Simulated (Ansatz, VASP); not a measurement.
**Mo in VASP and in Ansatz**

File INCAR:

```
SYSTEM = Mo
  ALGO = Fast
  EDIFF = 1E-6
  ENCUT = 520
  GGA = PE
  ISIF = 2
  ISMEAR = 0
  LASPH = .True.
  LCHARG = .True.
  LELF = .True.
  LREAL = .False.
  LVHAR = .True.
  LWAVE = .False.
  NBANDS = 13
  NELM = 80
  PREC = Accurate
  SIGMA = 0.15
```

File KPOINTS:

```
k-points
0
Gamma
  22 22 22
  0 0 0
```

POSCAR

```
Mo
1.0
   -1.5710000000      1.5710000000      1.5081600000
    1.5710000000     -1.5710000000      1.5081600000
    1.5710000000      1.5710000000     -1.5081600000
Mo
1
Direct
    0.0000000000      0.0000000000      0.0000000000
```

Input for Ansatz:

```yaml
crystal:
  lattice:
    - [-1.571, 1.571, 1.50816]
    - [1.571, -1.571, 1.50816]
    - [1.571, 1.571, -1.50816]
  atoms:
    - { symbol: Mo, position: [0.0, 0.0, 0.0] }
basis:
  ecutwfc: 420
kpoints:
  mp_grid: { grid: [22, 22, 22] }
hamiltonian:
  xc: pbe
scf:
  occupations: { method: gaussian, width: 0.15 }
output:
  forces: true
  stress: true
  eigenvalues: true
```

Change from the starting cell: strain +0.000 along x and y, -0.040 along z, atoms carried along.

Alike in both runs: task single point; functional PBE; k mesh 22 × 22 × 22; occupations gaussian, width 0.15 eV; no spin polarisation.

```csv
,VASP,Ansatz
version,VASP 6.6.1,Ansatz 0.2.0
potentials or method,"VASP PAW PBE potentials, release 64 (Mo_sv), cutoff 520 eV","scalar-relativistic, plane waves, PAW"
valence electrons in the cell,14,14
```

Ansatz gave:

- gap on the k mesh at the Fermi level (eV): none
- pressure (GPa): 17.4
- traceless stress, the component that is largest in VASP (GPa): 9.43

Problem. What did VASP give for the same quantities?

Solution. gap on the k mesh at the Fermi level (eV): none; pressure (GPa): 18.1; traceless stress, the component that is largest in VASP (GPa): 9.43.

A gap of «none» marks a metal or a gap that the smearing closes.
